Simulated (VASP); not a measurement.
Crystal: NaH.

```
Na H
1.0
     0.00000    2.42362    2.42362
     2.42362    0.00000    2.42362
     2.42362    2.42362    0.00000
Na H
1 1
Direct
  0.00000 0.00000 0.00000
  0.50000 0.50000 0.50000
```

Base run:

| Property | Result |
| --- | --- |
| Program | VASP 6.6.1 |
| Functional | PBE |
| Potentials or basis | VASP PAW PBE potentials, release 64 (Na_pv, H) |
| Cutoff | 520 eV |
| k mesh | 9 × 9 × 9 |
| Occupations | fermi-dirac, width 0.05 eV |
| Spin | no spin polarisation |

Its results: band gap on the k mesh 4.05 eV, indirect (least direct gap 4.75 eV); pressure -0.2 GPa.

Task: The run is repeated on the same cell with these changes: functional from PBE to LDA; potentials or basis from VASP PAW PBE potentials, release 64 (Na_pv, H) to VASP PAW LDA potentials, release 64 (Na_pv, H). What comes out?

Result: Band gap on the k mesh 3.70 eV, indirect (least direct gap 4.45 eV); pressure -2.3 GPa.

A k mesh can miss the band edges.
